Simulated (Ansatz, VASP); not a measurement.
MgO in VASP and in Ansatz

```
Mg O
1.0
    -3.45178    0.00000    0.00000
    -1.72589   -2.98933    0.00000
     0.00000    0.00000   12.41895
Mg O
6 6
Direct
  0.66667 0.66667 0.25000
  0.66667 0.66667 0.58333
  0.66667 0.66667 0.91667
  0.33333 0.33333 0.08333
  0.33333 0.33333 0.41667
  0.33333 0.33333 0.75000
  0.66667 0.66667 0.08333
  0.66667 0.66667 0.41667
  0.66667 0.66667 0.75000
  0.33333 0.33333 0.25000
  0.33333 0.33333 0.58333
  0.33333 0.33333 0.91667
```

Alike in both runs: task single point; functional LDA; k mesh 8 × 8 × 2; occupations gaussian, width 0.05 eV; no spin polarisation.

|  | VASP | Ansatz |
| --- | --- | --- |
| version | VASP 6.6.1 | Ansatz 0.2.0 |
| potentials or method | VASP PAW LDA potentials, release 64 (Mg_sv, O), cutoff 840 eV | scalar-relativistic, plane waves, PAW |
| valence electrons in the cell | 96 | 96 |

|  | VASP | Ansatz | Ansatz less VASP |
| --- | --- | --- | --- |
| gap on the k mesh at the Fermi level (eV) | 3.49 | 3.49 | +0.004 |
| least direct gap on the mesh (eV) | 3.49 | 3.49 | +0.004 |
| pressure (GPa) | 0.4 | 0.0 | -0.44 |

Ansatz warns that its potentials were made for another functional, while VASP's fit it. LDA's correlation is that of Perdew and Zunger in VASP and of Perdew and Wang (1992) in Ansatz.
